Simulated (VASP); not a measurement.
# GaAs (F-43m) in VASP: notebook

Runs on GaAs. Level: PBE. Tasks: single point.

Everything below comes from runs of VASP 6.6.1. Logs are shortened: lines on timing, memory, paths and dates and some standing lists are left out, and cuts for length are marked.

## 1. The cell of the first run

The structure is cubic, space group F-43m (No. 216). The conventional cell has a = 5.779 Å, b = 5.779 Å, c = 5.779 Å, α = 90.00°, β = 90.00°, γ = 90.00°. Ga (site symmetry -43m) has 4 As at 2.50 Å within 3.3 Å. As (site symmetry -43m) has 4 Ga at 2.50 Å within 3.3 Å.

## 2. Single point, PBE (strain +2.0%)

The input, INCAR:

```
  PREC = Accurate
  ENCUT = 520
  EDIFF = 1E-6
  ISMEAR = -1
  SIGMA = 0.02
  LREAL = F
  LASPH = T
  NELM = 60
  ALGO = Normal
  ISIF = 2
  LWAVE = F
  LCHARG = F
  GGA = PE
  NBANDS = 16
```

The input, KPOINTS:

```
regular mesh
0
Gamma
  8 8 8
```

The input, POSCAR:

```
GaAs
1.0
    0.0000000000      2.8897467974      2.8897467974
    2.8897467974      0.0000000000      2.8897467974
    2.8897467974      2.8897467974      0.0000000000
Ga As
1 1
Direct
    0.0000000000      0.0000000000      0.0000000000
    0.2500000000      0.2500000000      0.2500000000
```

Potentials or basis: VASP PAW PBE potentials, release 64 (Ga_d, As).

Run with:

```console
> cat potpaw_PBE.64/Ga_d/POTCAR potpaw_PBE.64/As/POTCAR > POTCAR
> mpirun -np 1 vasp_std > vasp.out
```

OUTCAR:

```text
PREC = Accurate
   ENCUT = 520
   EDIFF = 1E-6
   ISMEAR = -1
   LREAL = F
   LASPH = T
   NELM = 60
   ISIF = 2
   GGA = PE

 ion  position               nearest neighbor table
   1  0.000  0.000  0.000-   2 2.50   2 2.50   2 2.50   2 2.50
   2  0.250  0.250  0.250-   1 2.50   1 2.50   1 2.50   1 2.50

  LATTYP: Found a face centered cubic cell.
 ALAT       =     5.7794935948

  Lattice vectors:

 A1 = (   0.0000000000,   2.8897467974,   2.8897467974)
 A2 = (   2.8897467974,   0.0000000000,   2.8897467974)
 A3 = (   2.8897467974,   2.8897467974,   0.0000000000)

Analysis of symmetry for initial positions (statically):
=====================================================================
 Subroutine PRICEL returns:
 Original cell was already a primitive cell.

 Routine SETGRP: Setting up the symmetry group for a
 face centered cubic supercell.

 Subroutine GETGRP returns: Found 24 space group operations
 (whereof 24 operations were pure point group operations)
 out of a pool of 48 trial point group operations.

The static configuration has the point symmetry T_d .

Analysis of symmetry for dynamics (positions and initial velocities):
=====================================================================
 Subroutine PRICEL returns:
 Original cell was already a primitive cell.

 Routine SETGRP: Setting up the symmetry group for a
 face centered cubic supercell.

 Subroutine GETGRP returns: Found 24 space group operations
 (whereof 24 operations were pure point group operations)
 out of a pool of 48 trial point group operations.

The dynamic configuration has the point symmetry T_d .

 Subroutine INISYM returns: Found 24 space group operations
 (whereof 24 operations are pure point group operations),
 and found     1 'primitive' translations

----------------------------------------------------------------------------------------

                                     Primitive cell

  volume of cell :      48.2625

  direct lattice vectors                    reciprocal lattice vectors
     0.000000000  2.889746797  2.889746797    -0.173025540  0.173025540  0.173025540
     2.889746797  0.000000000  2.889746797     0.173025540 -0.173025540  0.173025540
     2.889746797  2.889746797  0.000000000     0.173025540  0.173025540 -0.173025540

  length of vectors
     4.086719113  4.086719113  4.086719113     0.299689026  0.299689026  0.299689026

  position of ions in fractional coordinates (direct lattice)
     0.000000000  0.000000000  0.000000000
     0.250000000  0.250000000  0.250000000

  ion indices of the primitive-cell ions
   primitive index   ion index
                 1           1
                 2           2

----------------------------------------------------------------------------------------

 KPOINTS: regular mesh

Automatic generation of k-mesh.
 Grid dimensions read from file:
 generate k-points for:    8    8    8

 Generating k-lattice:

  Cartesian coordinates                     Fractional coordinates (reciprocal lattice)
    -0.021628192  0.021628192  0.021628192     0.125000000  0.000000000  0.000000000
     0.021628192 -0.021628192  0.021628192     0.000000000  0.125000000  0.000000000
     0.021628192  0.021628192 -0.021628192     0.000000000  0.000000000  0.125000000

  Length of vectors
     0.037461128  0.037461128  0.037461128

  Shift w.r.t. Gamma in fractional coordinates (k-lattice)
     0.000000000  0.000000000  0.000000000

 Subroutine IBZKPT returns following result:
 ===========================================

 Found     29 irreducible k-points:

 Following reciprocal coordinates:
            Coordinates               Weight
  0.000000  0.000000  0.000000      1.000000
  0.125000  0.000000  0.000000      8.000000
  0.250000  0.000000  0.000000      8.000000
  0.375000  0.000000  0.000000      8.000000
  0.500000  0.000000  0.000000      4.000000
  0.125000  0.125000  0.000000      6.000000
[... 16 lines left out ...]
  0.500000  0.250000  0.125000     48.000000
 -0.375000  0.250000  0.125000     24.000000
 [... further k-points ...]
   k-points           NKPTS =     29   k-points in BZ     NKDIM =     29   number of bands    NBANDS=     16
   number of dos      NEDOS =    301   number of ions     NIONS =      2
   total plane-waves  NPLWV =  27000
   dimension x,y,z NGX =    30 NGY =   30 NGZ =   30
   dimension x,y,z NGXF=    60 NGYF=   60 NGZF=   60
   ions per type =               1   1
   NGX,Y,Z   is equivalent  to a cutoff of  12.20, 12.20, 12.20 a.u.
   NGXF,Y,Z  is equivalent  to a cutoff of  24.41, 24.41, 24.41 a.u.
 SYSTEM =  unknown system
   PREC   = accura    normal or accurate (medium, high low for compatibility)
   ISTART =      0    job   : 0-new  1-cont  2-samecut
   ICHARG =      2    charge: 1-file 2-atom 10-const
   ISPIN  =      1    spin polarized calculation?
   LNONCOLLINEAR =      F non collinear calculations
   LSORBIT =      F    spin-orbit coupling
   LASPH  =      T    aspherical Exc in radial PAW
   ENCUT  =  520.0 eV  38.22 Ry    6.18 a.u.   7.60  7.60  7.60*2*pi/ulx,y,z
   NELM   =     60;   NELMIN=  2; NELMDL= -5     # of ELM steps
   EDIFF  = 0.1E-05   stopping-criterion for ELM
   LREAL  =      F    real-space projection
   EDIFFG = 0.1E-04   stopping-criterion for IOM
   NSW    =      0    number of steps for IOM
   IBRION =     -1    ionic relax: 0-MD 1-quasi-New 2-CG
   NFREE  =      0    steps in history (QN), initial steepest desc. (CG)
   ISIF   =      2    stress and relaxation
   ISYM   =      2    0-nonsym 1-usesym 2-fastsym
   POTIM  = 0.5000    time-step for ionic-motion
   TEBEG  =    0.0;   TEEND  =   0.0 temperature during run
   PSTRESS=    0.0 pullay stress
   NELECT =      18.0000    total number of electrons
   NUPDOWN=      -1.0000    fix difference up-down
   EMIN   =  10.00;   EMAX   =-10.00  energy-range for DOS
   EFERMI =   0.00;   METHOD = LEGACY
   ISMEAR =    -1;   SIGMA  =   0.02  broadening in eV -4-tet -1-fermi 0-gaus
   EFERMI_NEDOS =   21; number of points for ismear=-14 and -15
   IALGO  =     38    algorithm
   IMIX   =      4    mixing-type and parameters
     AMIX     =   0.40;   BMIX     =  1.00
     AMIX_MAG =   1.60;   BMIX_MAG =  1.00
  volume/ion in A,a.u.               =      24.13       162.85
  Fermi-wavevector in a.u.,A,eV,Ry     =   1.178409  2.226869 18.893685  1.388647
  Thomas-Fermi vector in A             =   2.314738
   LORBIT       =      0    0 simple, 1 ext, 2 COOP (PROOUT), +10 PAW based schemes
   GGA     = PE    functional components
   LHFCALC =     F    Hartree Fock is set to
   AEXX    =    0.0000 exact exchange contribution
   IVDW    =     0    specifies the selected vdW correction
   LEPSILON=     F    determine dielectric tensor
   LRPA    =     F    only Hartree local field effects (RPA)
 non-spin polarized calculation
  energy-cutoff  :      520.00
  volume of cell :       48.26
 maximum number of plane-waves:      1316
   NGX = 15   NGY = 15   NGZ = 15

 number of electron      18.0000000 magnetization

 Free energy of the ion-electron system (eV)
  ---------------------------------------------------
  ext. energy  EPLUGINS =         0.00000000
  ---------------------------------------------------
  free energy    TOTEN  =        -8.26926090 eV

  energy without entropy =       -8.26910354  energy(sigma->0) =       -8.26918222

 E-fermi :   3.3677     XC(G=0):  -9.2936

 val. band max:        3.3345875593   @ k =   0.0000   0.0000   0.0000
 cond. band min:       3.3692163772   @ k =   0.0000   0.0000   0.0000
 fundamental gap:      0.0346288179
 Fermi energy:         3.3677021398

 k-point     1 :       0.0000    0.0000    0.0000
  band No.  band energies     occupation
      1     -11.3678      2.00000
      2     -11.3678      2.00000
      3     -11.3678      2.00000
      4     -11.3036      2.00000
      5     -11.3036      2.00000
      6      -8.9370      2.00000
[... 8 lines left out ...]
     15      13.2934      0.00000
     16      13.2934      0.00000

 k-point     2 :       0.1250    0.0000    0.0000
  band No.  band energies     occupation
      1     -11.3775      2.00000
      2     -11.3650      2.00000
      3     -11.3650      2.00000
      4     -11.3037      2.00000
      5     -11.3037      2.00000
      6      -8.7718      2.00000
[... 8 lines left out ...]
     15      12.5028      0.00000
     16      12.5028      0.00000

 k-point     3 :       0.2500    0.0000    0.0000
  band No.  band energies     occupation
      1     -11.3995      2.00000
      2     -11.3588      2.00000
      3     -11.3588      2.00000
      4     -11.3032      2.00000
      5     -11.3032      2.00000
      6      -8.3116      2.00000
[... 8 lines left out ...]
     15      12.2616      0.00000
     16      12.2616      0.00000

 k-point     4 :       0.3750    0.0000    0.0000
  band No.  band energies     occupation
      1     -11.4198      2.00000
      2     -11.3539      2.00000
      3     -11.3539      2.00000
      4     -11.3016      2.00000
      5     -11.3016      2.00000
      6      -7.7047      2.00000
[... 8 lines left out ...]
     15      13.3289      0.00000
     16      13.3289      0.00000

 k-point     5 :       0.5000    0.0000    0.0000
  band No.  band energies     occupation
      1     -11.4278      2.00000
      2     -11.3523      2.00000
      3     -11.3523      2.00000
      4     -11.3005      2.00000
      5     -11.3005      2.00000
      6      -7.3688      2.00000
[... 8 lines left out ...]
     15      14.8801      0.00000
     16      14.8801      0.00000

 k-point     6 :       0.1250    0.1250    0.0000
  band No.  band energies     occupation
      1     -11.3834      2.00000
      2     -11.3623      2.00000
      3     -11.3623      2.00000
      4     -11.3058      2.00000
      5     -11.3020      2.00000
      6      -8.7166      2.00000
[... 8 lines left out ...]
     15      11.9643      0.00000
     16      13.5369      0.00000
[... 267 lines left out ...]
 k-point    21 :       0.5000    0.5000    0.0000
  band No.  band energies     occupation
      1     -11.4553      2.00000
      2     -11.3290      2.00000
      3     -11.3290      2.00000
      4     -11.3227      2.00000
      5     -11.2932      2.00000
      6      -6.7130      2.00000
[... 8 lines left out ...]
     15      15.9729      0.00000
     16      16.3474      0.00000

 k-point    22 :       0.3750    0.2500    0.1250
  band No.  band energies     occupation
      1     -11.4174      2.00000
      2     -11.3515      2.00000
      3     -11.3493      2.00000
      4     -11.3095      2.00000
      5     -11.2994      2.00000
      6      -7.9237      2.00000
[... 8 lines left out ...]
     15      13.9850      0.00000
     16      14.3779      0.00000

 k-point    23 :       0.5000    0.2500    0.1250
  band No.  band energies     occupation
      1     -11.4305      2.00000
      2     -11.3486      2.00000
      3     -11.3440      2.00000
      4     -11.3085      2.00000
      5     -11.2996      2.00000
      6      -7.3657      2.00000
[... 8 lines left out ...]
     15      13.8477      0.00000
     16      15.2786      0.00000

 k-point    24 :      -0.3750    0.2500    0.1250
  band No.  band energies     occupation
      1     -11.4354      2.00000
      2     -11.3480      2.00000
      3     -11.3420      2.00000
      4     -11.3067      2.00000
      5     -11.3006      2.00000
      6      -7.0635      2.00000
[... 8 lines left out ...]
     15      14.7167      0.00000
     16      15.0896      0.00000

 [... further k-points ...]
[... 5 lines left out ...]
  --------------------------------------------------------------------------------------
  -------------------------------------------------------------------------------------
  Total       -0.2647636     -0.2647636     -0.2647636      0.0000000      0.0000000      0.0000000
  in kB       -8.7894062     -8.7894062     -8.7894062      0.0000000      0.0000000      0.0000000
  external PRESSURE =      -8.7894062 kB  Pullay stress =       0.0000000 kB

 VOLUME and BASIS-vectors are now :
 -----------------------------------------------------------------------------
  energy-cutoff  :      520.00
  volume of cell :       48.26
      direct lattice vectors                 reciprocal lattice vectors
     0.000000000  2.889746797  2.889746797    -0.173025540  0.173025540  0.173025540
     2.889746797  0.000000000  2.889746797     0.173025540 -0.173025540  0.173025540
     2.889746797  2.889746797  0.000000000     0.173025540  0.173025540 -0.173025540

 POSITION                                       TOTAL-FORCE (eV/Angst)
 -----------------------------------------------------------------------------------
      0.00000      0.00000      0.00000        -0.000000      0.000000     -0.000000
      1.44487      1.44487      1.44487         0.000000     -0.000000      0.000000
 -----------------------------------------------------------------------------------
    total drift:                                0.000002      0.000002      0.000002

  FREE ENERGIE OF THE ION-ELECTRON SYSTEM (eV)
  ---------------------------------------------------
  free  energy   TOTEN  =        -8.2692608978 eV

  energy  without entropy=       -8.2691035403  energy(sigma->0) =       -8.26918222
```

Run time: 35 s. Hardware: 1 thread of Intel Xeon Platinum 8175M at 2.50GHz (Skylake/Cascade Lake), shared host; peak memory 0.17 GiB.

Results:

- Free energy: -8.2693 eV
- Pressure: -0.9 GPa
- Band gap on the k mesh: 0.03 eV

Caveat: the cell differs from its parent crystal (strain +2.0%).

## 3. Single point, PBE (strain +4.0%)

The input, INCAR:

```
SYSTEM = GaAs
ALGO     = Normal         ! electronic algorithm
EDIFF    = 1E-6           ! SCF threshold, eV
ENCUT    = 520            ! plane-wave cutoff, eV
GGA      = PE             ! functional
ISIF     = 2              ! what is computed and relaxed
ISMEAR   = -1             ! smearing method
LASPH    = .True.         ! aspherical terms in the spheres
LCHARG   = .False.        ! write CHGCAR
LREAL    = .False.        ! projectors in reciprocal space
LWAVE    = .False.        ! write WAVECAR
NBANDS   = 16             ! bands
NELM     = 100            ! most SCF steps
PREC     = Accurate       ! precision mode
SIGMA    = 0.02           ! smearing width, eV
```

The input, KPOINTS:

```
k-points
0
Gamma
  8 8 8
  0 0 0
```

The input, POSCAR:

```
GaAs
1.0
    0.0000000000      2.9464084993      2.9464084993
    2.9464084993      0.0000000000      2.9464084993
    2.9464084993      2.9464084993      0.0000000000
Ga As
1 1
Direct
    0.0000000000      0.0000000000      0.0000000000
    0.2500000000      0.2500000000      0.2500000000
```

Potentials or basis: VASP PAW PBE potentials, release 64 (Ga_d, As).

Run with:

```console
> cat potpaw_PBE.64/Ga_d/POTCAR potpaw_PBE.64/As/POTCAR > POTCAR
> mpirun -np 1 vasp_std > vasp.out
```

OUTCAR:

```text
SYSTEM = GaAs
   EDIFF = 1E-6
   ENCUT = 520
   GGA = PE
   ISIF = 2
   ISMEAR = -1
   LASPH = .True.
   LREAL = .False.
   NELM = 100
   PREC = Accurate

 ion  position               nearest neighbor table
   1  0.000  0.000  0.000-   2 2.55   2 2.55   2 2.55   2 2.55
   2  0.250  0.250  0.250-   1 2.55   1 2.55   1 2.55   1 2.55

  LATTYP: Found a face centered cubic cell.
 ALAT       =     5.8928169986

  Lattice vectors:

 A1 = (   0.0000000000,   2.9464084993,   2.9464084993)
 A2 = (   2.9464084993,   0.0000000000,   2.9464084993)
 A3 = (   2.9464084993,   2.9464084993,   0.0000000000)

Analysis of symmetry for initial positions (statically):
=====================================================================
 Subroutine PRICEL returns:
 Original cell was already a primitive cell.

 Routine SETGRP: Setting up the symmetry group for a
 face centered cubic supercell.

 Subroutine GETGRP returns: Found 24 space group operations
 (whereof 24 operations were pure point group operations)
 out of a pool of 48 trial point group operations.

The static configuration has the point symmetry T_d .

Analysis of symmetry for dynamics (positions and initial velocities):
[... 153 lines left out ...]
  ---------------------------------------------------
  free energy    TOTEN  =        -8.22700863 eV

  energy without entropy =       -8.22685899  energy(sigma->0) =       -8.22693381

 E-fermi :   2.8562     XC(G=0):  -9.0395

 val. band max:        2.8423027647   @ k =   0.0000   0.0000   0.0000
 cond. band min:       3.5181451643   @ k =   0.5000   0.0000   0.0000
 fundamental gap:      0.6758423996
 Fermi energy:         2.8561816172

 k-point     1 :       0.0000    0.0000    0.0000
  band No.  band energies     occupation
      1     -11.7861      2.00000
      2     -11.7861      2.00000
      3     -11.7861      2.00000
      4     -11.7330      2.00000
      5     -11.7330      2.00000
      6      -9.0623      2.00000
[... 433 lines left out ...]
      3     -11.7651      2.00000
      4     -11.7354      2.00000
      5     -11.7305      2.00000
      6      -7.3800      2.00000
[... 8 lines left out ...]
     15      13.9984      0.00000
     16      14.2712      0.00000

 [... further k-points ...]
[... 5 lines left out ...]
  --------------------------------------------------------------------------------------
  -------------------------------------------------------------------------------------
  Total       -1.1821603     -1.1821603     -1.1821603      0.0000000      0.0000000      0.0000000
  in kB      -37.0235535    -37.0235535    -37.0235535      0.0000000      0.0000000      0.0000000
  external PRESSURE =     -37.0235535 kB  Pullay stress =       0.0000000 kB

 VOLUME and BASIS-vectors are now :
 -----------------------------------------------------------------------------
  energy-cutoff  :      520.00
  volume of cell :       51.16
      direct lattice vectors                 reciprocal lattice vectors
     0.000000000  2.946408499  2.946408499    -0.169698126  0.169698126  0.169698126
     2.946408499  0.000000000  2.946408499     0.169698126 -0.169698126  0.169698126
     2.946408499  2.946408499  0.000000000     0.169698126  0.169698126 -0.169698126

 POSITION                                       TOTAL-FORCE (eV/Angst)
 -----------------------------------------------------------------------------------
      0.00000      0.00000      0.00000         0.000000     -0.000000      0.000000
      1.47320      1.47320      1.47320        -0.000000      0.000000     -0.000000
 -----------------------------------------------------------------------------------
    total drift:                                0.000002      0.000002      0.000002

  FREE ENERGIE OF THE ION-ELECTRON SYSTEM (eV)
  ---------------------------------------------------
  free  energy   TOTEN  =        -8.2270086264 eV

  energy  without entropy=       -8.2268589864  energy(sigma->0) =       -8.22693381
```

Run time: 28 s. Hardware: 1 thread of Intel Xeon Platinum 8175M at 2.50GHz (Skylake/Cascade Lake), shared host; peak memory 0.18 GiB.

What came out:

```yaml
Free_energy: -8.2270 eV
Pressure: -3.7 GPa
Band_gap_on_the_k_mesh: zero (filled and empty bands touch)
```

Levels at points of the mesh, in eV from the Fermi level:
```tsv
k point	band 6	band 7	band 8	band 9	band 10	band 11	band 12	band 13
(0.00, 0.00, 0.00)	-11.92	-0.38	-0.01	-0.01	-0.01	3.67	3.67	3.67
(0.50, 0.00, 0.00)	-10.51	-6.04	-0.98	-0.98	0.66	4.56	4.56	7.56
(0.50, 0.50, 0.00)	-9.93	-6.30	-2.29	-2.29	1.66	1.67	9.19	9.19
```

Caveat: the cell differs from its parent crystal (strain +4.0%); the cell stands under tension; semilocal functionals underestimate gaps, so a narrow gap can read as zero.
